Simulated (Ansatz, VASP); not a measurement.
## One calculation of CaMg, two programs

File INCAR:

```
SYSTEM = CaMg
PREC = Accurate
ENCUT = 520
EDIFF = 1E-6
ISMEAR = 0
SIGMA = 0.15
LREAL = .False.
LASPH = .True.
NELM = 100
ALGO = Normal
ISIF = 2
LWAVE = .False.
LCHARG = .False.
NBANDS = 13
```

Contents of KPOINTS:

```
Automatic mesh
0
Gamma
  12 12 12
  0 0 0
```

File POSCAR:

```
CaMg
1.0
    3.7938385159      0.0000000000      0.0000000000
    0.0000000000      3.7938385159      0.0000000000
    0.0000000000      0.0000000000      3.7938385159
Ca Mg
1 1
Direct
    0.0171011642      0.0000000000      0.0000000000
    0.4718008451      0.5000000000      0.5000000000
```

Input for Ansatz:

```yaml
crystal:
  lattice:
    - [3.7938385159, 0.0, 0.0]
    - [0.0, 3.7938385159, 0.0]
    - [0.0, 0.0, 3.7938385159]
  atoms:
    - { symbol: Ca, position: [0.0171011642, 0.0, 0.0] }
    - { symbol: Mg, position: [0.4718008451, 0.5, 0.5] }
basis:
  ecutwfc: 520.0
kpoints:
  mp_grid: { grid: [12, 12, 12] }
hamiltonian:
  xc: lda
scf:
  occupations: { method: gaussian, width: 0.15 }
output:
  forces: true
  stress: true
  eigenvalues: true
```

Change from the starting cell: mode 4 frozen in at -0.109 Å, equal normal strain along x, y and z -0.0167.

Alike in both runs: task single point; functional LDA; k mesh 12 × 12 × 12; occupations gaussian, width 0.15 eV; no spin polarisation.

|  | VASP | Ansatz |
| --- | --- | --- |
| version | VASP 6.6.1 | Ansatz 0.2.0 |
| potentials or method | VASP PAW LDA potentials, release 64 (Ca_sv, Mg), cutoff 520 eV | scalar-relativistic, plane waves, PAW |
| valence electrons in the cell | 12 | 20 |

Ansatz gave:

```
gap on the k mesh at the Fermi level (eV)                     : none
pressure (GPa)                                                : 1.9
traceless stress, the component that is largest in VASP (GPa) : -0.28
rms of the force components (eV/Å)                            : 0.281
```

**Question.** What did VASP give for the same quantities?

**Answer.** gap on the k mesh at the Fermi level (eV): none; pressure (GPa): 1.7; traceless stress, the component that is largest in VASP (GPa): -0.28; rms of the force components (eV/Å): 0.285.

LDA's correlation is that of Perdew and Zunger in VASP and of Perdew and Wang (1992) in Ansatz. Atom by atom the forces differ by 0.004 eV/Å (rms over components). A gap of «none» marks a metal or a gap that the smearing closes. VASP's potentials hold 12 valence electrons a cell and Ansatz's 20, so a difference there can come from the potentials and not from the codes.
